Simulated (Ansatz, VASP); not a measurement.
**Two plane-wave programs on W**

Contents of INCAR:

```
ALGO = Fast
EDIFF = 1E-6
ENCUT = 520
ISIF = 2
ISMEAR = -1
LASPH = True
LCHARG = False
LREAL = False
LWAVE = False
NBANDS = 36
NELM = 100
PREC = Accurate
SIGMA = 0.05
```

The input KPOINTS:

```
k-points
0
Gamma
  9 6 6
```

Contents of POSCAR:

```
W
1.0
    2.8466354769      0.0000000000      0.0000000000
    0.0000000000      4.9278756295      0.0000000000
    0.0000000000      0.0000000000      4.9884878908
W
4
Direct
    0.7931720000      0.9368430000      0.7500000000
    0.2068280000      0.4368430000      0.7500000000
    0.2068280000      0.0631570000      0.2500000000
    0.7931720000      0.5631570000      0.2500000000
```

File input.yaml:

```yaml
crystal:
  lattice:
    - [2.8466354769, 0.0, 0.0]
    - [0.0, 4.9278756295, 0.0]
    - [0.0, 0.0, 4.9884878908]
  atoms:
    - { symbol: W, position: [0.793172, 0.936843, 0.75] }
    - { symbol: W, position: [0.206828, 0.436843, 0.75] }
    - { symbol: W, position: [0.206828, 0.063157, 0.25] }
    - { symbol: W, position: [0.793172, 0.563157, 0.25] }
hamiltonian:
  xc: lda
  pseudopotentials: { kind: paw }
kpoints:
  mp_grid: { grid: [9, 6, 6] }
scf:
  occupations: { method: fermi_dirac, width: 0.05 }
output:
  forces: true
  stress: true
  eigenvalues: true
  write_density: true
  write_potential: true
  elf: true
  volumetric_format: npy
```

Alike in both runs: task single point; functional LDA; k mesh 9 × 6 × 6; occupations fermi-dirac, width 0.05 eV; no spin polarisation.

```csv
,VASP,Ansatz
version,VASP 6.6.1,Ansatz 0.2.0
potentials or method,"VASP PAW LDA potentials, release 64 (W_sv)",Ansatz PAW
plane-wave cutoff (eV),520,420
valence electrons in the cell,56,56
```

Ansatz gave:

- gap on the k mesh at the Fermi level (eV): none
- pressure (GPa): -24.4
- traceless stress, the component that is largest in VASP (GPa): 1.07
- rms of the force components (eV/Å): 0.144

Which values does VASP return?

gap on the k mesh at the Fermi level (eV): none; pressure (GPa): -23.2; traceless stress, the component that is largest in VASP (GPa): 0.87; rms of the force components (eV/Å): 0.134.

LDA's correlation is that of Perdew and Zunger in VASP and of Perdew and Wang (1992) in Ansatz. Atom by atom the forces differ by 0.011 eV/Å (rms over components). A gap of «none» marks a metal or a gap that the smearing closes.

Neither program's run includes spin-orbit coupling.
